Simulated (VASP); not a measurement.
# MgO (P6_3mc) in VASP: a series of runs

MgO is run at these levels: PBEsol; tasks: single point.

Everything below comes from runs of VASP 6.6.1. Logs are shortened: lines on timing, memory, paths and dates and some standing lists are left out, and cuts for length are marked.

## (1) The cell of the first run

Symmetry: P6_3mc, No. 186, hexagonal system. Conventional cell: a = 3.397 Å, b = 3.397 Å, c = 4.748 Å, α = 90.00°, β = 90.00°, γ = 120.00°. Mg (site symmetry 3m) has 4 O at 1.83 to 2.04 Å within 2.4 Å. Within 2.4 Å of O (site symmetry 3m) lie 4 Mg at 1.83 to 2.04 Å.

## (2) Single point, PBEsol (c/a of the conventional cell at fixed volume 1.3979)

INCAR reads:

```
PREC = Accurate
ENCUT = 520
EDIFF = 1E-7
ISMEAR = 0
SIGMA = 0.05
LREAL = F
LASPH = T
NELM = 80
ALGO = Normal
ISIF = 2
LWAVE = F
LCHARG = F
GGA = PS
NBANDS = 16
```

KPOINTS reads:

```
Automatic mesh
0
Gamma
  9 9 6
```

POSCAR reads:

```
MgO
1.0
    3.3965520429      0.0000000000      0.0000000000
   -1.6982760214      2.9415003544      0.0000000000
    0.0000000000      0.0000000000      4.7480401007
Mg O
2 2
Direct
    0.3333333333      0.6666666667      0.0154725274
    0.6666666667      0.3333333333      0.5154725274
    0.3333333333      0.6666666667      0.4009416620
    0.6666666667      0.3333333333      0.9009416620
```

Potentials or basis: VASP PAW PBE potentials, release 64 (Mg, O).

Launch:

```bash
$ cat potpaw_PBE.64/Mg/POTCAR potpaw_PBE.64/O/POTCAR > POTCAR
$ mpirun -np 1 vasp_std > vasp.out
```

OUTCAR:

```text
PREC = Accurate
   ENCUT = 520
   EDIFF = 1E-7
   ISMEAR = 0
   LREAL = F
   LASPH = T
   NELM = 80
   ISIF = 2
   GGA = PS

 ion  position               nearest neighbor table
   1  0.333  0.667  0.015-   3 1.83   4 2.04   4 2.04   4 2.04   2 3.08   2 3.08   2 3.08   2 3.08
                             2 3.08   2 3.08
   2  0.667  0.333  0.515-   4 1.83   3 2.04   3 2.04   3 2.04   1 3.08   1 3.08   1 3.08   1 3.08
                             1 3.08   1 3.08
   3  0.333  0.667  0.401-   1 1.83   2 2.04   2 2.04   2 2.04
   4  0.667  0.333  0.901-   2 1.83   1 2.04   1 2.04   1 2.04

  LATTYP: Found a hexagonal cell.
 ALAT       =     3.3965520429
 C/A-ratio  =     1.3979000000

  Lattice vectors:

 A1 = (   3.3965520429,   0.0000000000,   0.0000000000)
 A2 = (  -1.6982760214,   2.9415003544,   0.0000000000)
 A3 = (   0.0000000000,   0.0000000000,   4.7480401007)

Analysis of symmetry for initial positions (statically):
=====================================================================
 Subroutine PRICEL returns:
 Original cell was already a primitive cell.

 Routine SETGRP: Setting up the symmetry group for a
 hexagonal supercell.

 Subroutine GETGRP returns: Found 12 space group operations
 (whereof  6 operations were pure point group operations)
 out of a pool of 24 trial point group operations.

The static configuration has the point symmetry C_3v.
 The point group associated with its full space group is C_6v.

Analysis of symmetry for dynamics (positions and initial velocities):
=====================================================================
 Subroutine PRICEL returns:
 Original cell was already a primitive cell.

 Routine SETGRP: Setting up the symmetry group for a
 hexagonal supercell.

 Subroutine GETGRP returns: Found 12 space group operations
 (whereof  6 operations were pure point group operations)
 out of a pool of 24 trial point group operations.

The dynamic configuration has the point symmetry C_3v.
 The point group associated with its full space group is C_6v.

 Subroutine INISYM returns: Found 12 space group operations
 (whereof  6 operations are pure point group operations),
 and found     1 'primitive' translations

----------------------------------------------------------------------------------------

                                     Primitive cell

  volume of cell :      47.4375

  direct lattice vectors                    reciprocal lattice vectors
     3.396552043  0.000000000  0.000000000     0.294416216  0.169981282  0.000000000
    -1.698276021  2.941500354  0.000000000     0.000000000  0.339962563  0.000000000
     0.000000000  0.000000000  4.748040101     0.000000000  0.000000000  0.210613217

  length of vectors
     3.396552043  3.396552043  4.748040101     0.339962563  0.339962563  0.210613217

  position of ions in fractional coordinates (direct lattice)
     0.333333333  0.666666667  0.015472527
     0.666666667  0.333333333  0.515472527
     0.333333333  0.666666667  0.400941662
     0.666666667  0.333333333  0.900941662

  ion indices of the primitive-cell ions
   primitive index   ion index
                 1           1
                 2           2
                 3           3
                 4           4

----------------------------------------------------------------------------------------

 KPOINTS: Automatic mesh

Automatic generation of k-mesh.
 Grid dimensions read from file:
 generate k-points for:    9    9    6

 Generating k-lattice:

  Cartesian coordinates                     Fractional coordinates (reciprocal lattice)
     0.032712913  0.018886809  0.000000000     0.111111111  0.000000000  0.000000000
     0.000000000  0.037773618  0.000000000     0.000000000  0.111111111  0.000000000
     0.000000000  0.000000000  0.035102203     0.000000000  0.000000000  0.166666667

  Length of vectors
     0.037773618  0.037773618  0.035102203

  Shift w.r.t. Gamma in fractional coordinates (k-lattice)
     0.000000000  0.000000000  0.000000000

 Subroutine IBZKPT returns following result:
 ===========================================

 Found     48 irreducible k-points:

 Following reciprocal coordinates:
            Coordinates               Weight
  0.000000  0.000000  0.000000      1.000000
  0.111111  0.000000  0.000000      6.000000
  0.222222  0.000000  0.000000      6.000000
  0.333333  0.000000  0.000000      6.000000
  0.444444  0.000000  0.000000      6.000000
  0.111111  0.111111  0.000000      6.000000
[... 16 lines left out ...]
  0.333333  0.222222  0.166667     24.000000
  0.333333  0.333333  0.166667      4.000000
 [... further k-points ...]
   k-points           NKPTS =     48   k-points in BZ     NKDIM =     48   number of bands    NBANDS=     16
   number of dos      NEDOS =    301   number of ions     NIONS =      4
   total plane-waves  NPLWV =  28224
   dimension x,y,z NGX =    28 NGY =   28 NGZ =   36
   dimension x,y,z NGXF=    56 NGYF=   56 NGZF=   72
[... 65 lines left out ...]
 cond. band min:       4.3000690242   @ k =   0.0000   0.0000   0.0000
 fundamental gap:      3.3063102609
 Fermi energy:         1.2372210780

 k-point     1 :       0.0000    0.0000    0.0000
  band No.  band energies     occupation
      1     -15.1971      2.00000
      2     -14.2541      2.00000
      3      -2.1602      2.00000
      4       0.1045      2.00000
      5       0.1045      2.00000
      6       0.5587      2.00000
[... 8 lines left out ...]
     15      16.8957      0.00000
     16      16.9680      0.00000

 k-point     2 :       0.1111    0.0000    0.0000
  band No.  band energies     occupation
      1     -15.1393      2.00000
      2     -14.2446      2.00000
      3      -2.0526      2.00000
      4      -0.1703      2.00000
      5       0.0160      2.00000
      6       0.1915      2.00000
[... 8 lines left out ...]
     15      16.8745      0.00000
     16      16.9278      0.00000

 k-point     3 :       0.2222    0.0000    0.0000
  band No.  band energies     occupation
      1     -14.9830      2.00000
      2     -14.2281      2.00000
      3      -1.7524      2.00000
      4      -0.9140      2.00000
      5      -0.3256      2.00000
      6      -0.1697      2.00000
[... 8 lines left out ...]
     15      15.9956      0.00000
     16      16.0046      0.00000

 k-point     4 :       0.3333    0.0000    0.0000
  band No.  band energies     occupation
      1     -14.7768      2.00000
      2     -14.2323      2.00000
      3      -1.6671      2.00000
      4      -1.2861      2.00000
      5      -0.7511      2.00000
      6      -0.3470      2.00000
[... 8 lines left out ...]
     15      15.5129      0.00000
     16      15.9255      0.00000

 k-point     5 :       0.4444    0.0000    0.0000
  band No.  band energies     occupation
      1     -14.6037      2.00000
      2     -14.2705      2.00000
      3      -2.0631      2.00000
      4      -1.0450      2.00000
      5      -0.8358      2.00000
      6      -0.4512      2.00000
[... 8 lines left out ...]
     15      15.3277      0.00000
     16      16.2898      0.00000

 k-point     6 :       0.1111    0.1111    0.0000
  band No.  band energies     occupation
      1     -15.0323      2.00000
      2     -14.2318      2.00000
      3      -1.8479      2.00000
      4      -0.5901      2.00000
      5      -0.4446      2.00000
      6       0.0725      2.00000
[... 8 lines left out ...]
     15      15.8929      0.00000
     16      16.4341      0.00000
[... 267 lines left out ...]
 k-point    21 :       0.4444    0.1111    0.1667
  band No.  band energies     occupation
      1     -14.5269      2.00000
      2     -14.3029      2.00000
      3      -2.1359      2.00000
      4      -1.3349      2.00000
      5      -0.7643      2.00000
      6      -0.2791      2.00000
[... 8 lines left out ...]
     15      14.7878      0.00000
     16      16.4563      0.00000

 k-point    22 :       0.2222    0.2222    0.1667
  band No.  band energies     occupation
      1     -14.6409      2.00000
      2     -14.2722      2.00000
      3      -1.6845      2.00000
      4      -1.5592      2.00000
      5      -0.5728      2.00000
      6      -0.4314      2.00000
[... 8 lines left out ...]
     15      14.8800      0.00000
     16      16.9220      0.00000

 k-point    23 :       0.3333    0.2222    0.1667
  band No.  band energies     occupation
      1     -14.4943      2.00000
      2     -14.3122      2.00000
      3      -1.9010      2.00000
      4      -1.3640      2.00000
      5      -0.9851      2.00000
      6      -0.1862      2.00000
[... 8 lines left out ...]
     15      14.6336      0.00000
     16      16.9234      0.00000

 k-point    24 :       0.3333    0.3333    0.1667
  band No.  band energies     occupation
      1     -14.3847      2.00000
      2     -14.3847      2.00000
      3      -1.7738      2.00000
      4      -1.2817      2.00000
      5      -1.2817      2.00000
      6      -0.2563      2.00000
[... 8 lines left out ...]
     15      14.5178      0.00000
     16      17.6336      0.00000

 [... further k-points ...]
[... 5 lines left out ...]
  --------------------------------------------------------------------------------------
  -------------------------------------------------------------------------------------
  Total       -2.0609941     -2.0609941      6.0923686     -0.0000000      0.0000000      0.0000000
  in kB      -69.6090621    -69.6090621    205.7667485     -0.0000000      0.0000000      0.0000000
  external PRESSURE =      22.1828747 kB  Pullay stress =       0.0000000 kB

 VOLUME and BASIS-vectors are now :
 -----------------------------------------------------------------------------
  energy-cutoff  :      520.00
  volume of cell :       47.44
      direct lattice vectors                 reciprocal lattice vectors
     3.396552043  0.000000000  0.000000000     0.294416216  0.169981282  0.000000000
    -1.698276021  2.941500354  0.000000000     0.000000000  0.339962563  0.000000000
     0.000000000  0.000000000  4.748040101     0.000000000  0.000000000  0.210613217

 POSITION                                       TOTAL-FORCE (eV/Angst)
 -----------------------------------------------------------------------------------
     -0.00000      1.96100      0.07346        -0.000000      0.000000     -1.874377
      1.69828      0.98050      2.44748        -0.000000      0.000000     -1.874377
     -0.00000      1.96100      1.90369        -0.000000      0.000000      1.874377
      1.69828      0.98050      4.27771         0.000000     -0.000000      1.874377
 -----------------------------------------------------------------------------------
    total drift:                               -0.000000      0.000000     -0.000724

  FREE ENERGIE OF THE ION-ELECTRON SYSTEM (eV)
  ---------------------------------------------------
  free  energy   TOTEN  =       -24.2464152290 eV

  energy  without entropy=      -24.2464152290  energy(sigma->0) =      -24.24641523
```

Wall time 24 s (1 thread of Intel Xeon Platinum 8488C (Sapphire Rapids), shared host); peak memory 0.19 GiB.

Results:

```
Free energy            : -24.2464 eV
Pressure               : 2.2 GPa
Largest force          : 1.874 eV/Å
Band gap on the k mesh : 3.31 eV, direct
```

Forces in eV/Å, atoms in the order of the input:
```
Mg   0.000  0.000 -1.874
Mg   0.000  0.000 -1.874
O    0.000  0.000  1.874
O    0.000  0.000  1.874
```

Caveat: the PAW data sets were made with another functional, which shifts forces and pressure a little. A k mesh can miss the band edges.

## (3) Single point, PBEsol (c/a of the conventional cell at fixed volume 1.5498)

INCAR reads:

```
PREC = Accurate
ENCUT = 520
EDIFF = 1E-6
ISMEAR = 0
SIGMA = 0.05
LREAL = F
LASPH = T
NELM = 100
ALGO = Normal
ISIF = 2
LWAVE = F
LCHARG = T
GGA = PS
LELF = T
LVHAR = T
NBANDS = 16
```

KPOINTS is that of step 2.

POSCAR reads:

```
MgO
1.0
    3.2817469438      0.0000000000      0.0000000000
   -1.6408734719      2.8420762221      0.0000000000
    0.0000000000      0.0000000000      5.0860514134
Mg O
2 2
Direct
    0.3333333333      0.6666666667     -0.0435585739
    0.6666666667      0.3333333333      0.4564414261
    0.3333333333      0.6666666667      0.4009416620
    0.6666666667      0.3333333333      0.9009416620
```

Potentials or basis: VASP PAW PBE potentials, release 64 (Mg, O).

Launch:

```bash
$ cat potpaw_PBE.64/Mg/POTCAR potpaw_PBE.64/O/POTCAR > POTCAR
$ mpirun -np 1 vasp_std > vasp.out
```

It took 18 s on 1 thread of Intel Xeon Platinum 8488C (Sapphire Rapids), shared host; peak memory 0.17 GiB.

The run converged. Its results:

```yaml
Free_energy: -24.2699 eV
Pressure: 1.9 GPa
Largest_force: 0.683 eV/Å
Band_gap_on_the_k_mesh: 3.03 eV, direct
```

Forces in eV/Å, atoms in the order of the input:
```
Mg   0.000  0.000  0.683
Mg   0.000  0.000  0.683
O    0.000  0.000 -0.683
O    0.000  0.000 -0.683
```

Stress tensor (GPa, compression positive):
```
  8.14   0.00   0.00
  0.00   8.14   0.00
  0.00   0.00 -10.67
```

Levels at points of the mesh, in eV from the valence-band top:
| k point | band 6 | band 7 | band 8 | band 9 | band 10 | band 11 |
| --- | --- | --- | --- | --- | --- | --- |
| (0.00, 0.00, 0.00) | -0.80 | -0.80 | 0.00 | 3.03 | 8.49 | 9.75 |
| (0.00, 0.00, 0.50) | -0.96 | -0.96 | -0.96 | 5.72 | 5.72 | 12.55 |

Caveat: the PAW data sets were made with another functional, which shifts forces and pressure a little.

## (4) Single point, PBEsol (c/a of the conventional cell at fixed volume 1.3979)

INCAR reads:

```
SYSTEM = MgO
ALGO = Normal ; EDIFF = 1E-6
ENCUT = 520 ; GGA = PS
ISIF = 2 ; ISMEAR = 0
LASPH = .TRUE. ; LCHARG = .FALSE.
LREAL = .FALSE. ; LWAVE = .FALSE.
NBANDS = 16 ; NELM = 60
PREC = Accurate ; SIGMA = 0.05
```

KPOINTS reads:

```
k-points
0
G
  9 9 6
  0 0 0
```

POSCAR reads:

```
MgO
1.0
    3.3965520429      0.0000000000      0.0000000000
   -1.6982760214      2.9415003544      0.0000000000
    0.0000000000      0.0000000000      4.7480401007
Mg O
2 2
Direct
    0.3333333333      0.6666666667     -0.0317643073
    0.6666666667      0.3333333333      0.4682356927
    0.3333333333      0.6666666667      0.4009416620
    0.6666666667      0.3333333333      0.9009416620
```

Launch:

```bash
$ cat potpaw_PBE.64/Mg/POTCAR potpaw_PBE.64/O/POTCAR > POTCAR
$ mpirun -np 1 vasp_std > vasp.out
```

It took 21 s on 1 thread of Intel Xeon Platinum 8488C (Sapphire Rapids), shared host; peak memory 0.19 GiB.

The run converged. Its results:

```
Free energy            : -24.5432 eV
Pressure               : -3.2 GPa
Largest force          : 0.069 eV/Å
Band gap on the k mesh : 3.01 eV, direct
```

Forces in eV/Å, atoms in the order of the input:
```
Mg   0.000  0.000  0.069
Mg   0.000  0.000  0.069
O    0.000  0.000 -0.069
O    0.000  0.000 -0.069
```

Stress tensor (GPa, compression positive):
```
-2.36  0.00  0.00
 0.00 -2.36  0.00
 0.00  0.00 -4.81
```

Levels at points of the mesh, in eV from the valence-band top:
```
           k point  band 5  band 6  band 7  band 8  band 9  band 10  band 11  band 12
(0.00, 0.00, 0.00)   -1.27   -0.77   -0.77    0.00    3.01     8.31    10.39    13.06
(0.00, 0.00, 0.50)   -1.03   -1.03   -1.03   -1.03    5.74     5.74    13.28    13.28
```

Caveat: the PAW data sets were made with another functional, which shifts forces and pressure a little.

## (5) Single point, PBEsol (c/a of the conventional cell at fixed volume 1.6106)

INCAR reads:

```
PREC = Accurate ; ENCUT = 520
EDIFF = 1E-6 ; ISMEAR = 0
SIGMA = 0.05 ; LREAL = F
LASPH = T ; NELM = 100
ALGO = Normal ; ISIF = 2
LWAVE = F ; LCHARG = T
GGA = PS ; LELF = T
LVHAR = T ; NBANDS = 16
```

KPOINTS reads:

```
Automatic mesh
0
Gamma
  9 9 6
```

POSCAR reads:

```
MgO
1.0
    3.2399209199      0.0000000000      0.0000000000
   -1.6199604600      2.8058538229      0.0000000000
    0.0000000000      0.0000000000      5.2182166336
Mg O
2 2
Direct
    0.3333333333      0.6666666667     -0.0199501180
    0.6666666667      0.3333333333      0.4800498820
    0.3333333333      0.6666666667      0.4009416620
    0.6666666667      0.3333333333      0.9009416620
```

Launch:

```bash
$ cat potpaw_PBE.64/Mg/POTCAR potpaw_PBE.64/O/POTCAR > POTCAR
$ mpirun -np 1 vasp_std > vasp.out
```

Run time: 17 s. Hardware: 1 thread of Intel Xeon Platinum 8488C (Sapphire Rapids), shared host; peak memory 0.17 GiB.

Results (log left out):

```yaml
Free_energy: -24.3160 eV
Pressure: 2.7 GPa
Largest_force: 0.828 eV/Å
Band_gap_on_the_k_mesh: 3.26 eV, direct
```

Forces on the atoms (eV/Å):
```
Mg   0.000  0.000  0.828
Mg   0.000  0.000  0.828
O    0.000  0.000 -0.828
O    0.000  0.000 -0.828
```

Stress tensor (GPa, compression positive):
```
 8.82  0.00  0.00
 0.00  8.82  0.00
 0.00  0.00 -9.60
```

Levels at points of the mesh, in eV from the valence-band top:
```tsv
k point	band 6	band 7	band 8	band 9	band 10	band 11
(0.00, 0.00, 0.00)	-0.52	-0.52	0.00	3.26	8.61	9.75
(0.00, 0.00, 0.50)	-0.65	-0.65	-0.65	5.85	5.85	12.58
```

Caveat: the PAW data sets were made with another functional, which shifts forces and pressure a little.

## (6) Summary

| cell | gap on the mesh (eV) | pressure (GPa) | largest force (eV/Å) |
| --- | --- | --- | --- |
| a = 3.397, b = 3.397, c = 4.748 Å, angles 90.0, 90.0, 120.0°, 4 atoms | 3.01 | -3.2 | 0.07 |
| a = 3.282, b = 3.282, c = 5.086 Å, angles 90.0, 90.0, 120.0°, 4 atoms | 3.03 | 1.9 | 0.68 |
| a = 3.240, b = 3.240, c = 5.218 Å, angles 90.0, 90.0, 120.0°, 4 atoms | 3.26 | 2.7 | 0.83 |

Some of these runs hold the atoms at other places in the same cell, which the table doesn't show; runs alike in all that it shows share one row.

Alike in all rows: task single point; level PBEsol; potentials or basis VASP PAW PBE potentials, release 64 (Mg, O); no spin polarisation; k mesh 9 × 9 × 6; cutoff (eV) 520; smearing gaussian 0.05 eV.

Caveats: the PAW data sets were made with another functional, which shifts forces and pressure a little.

Absolute energies hang on the potentials; compare differences alone.
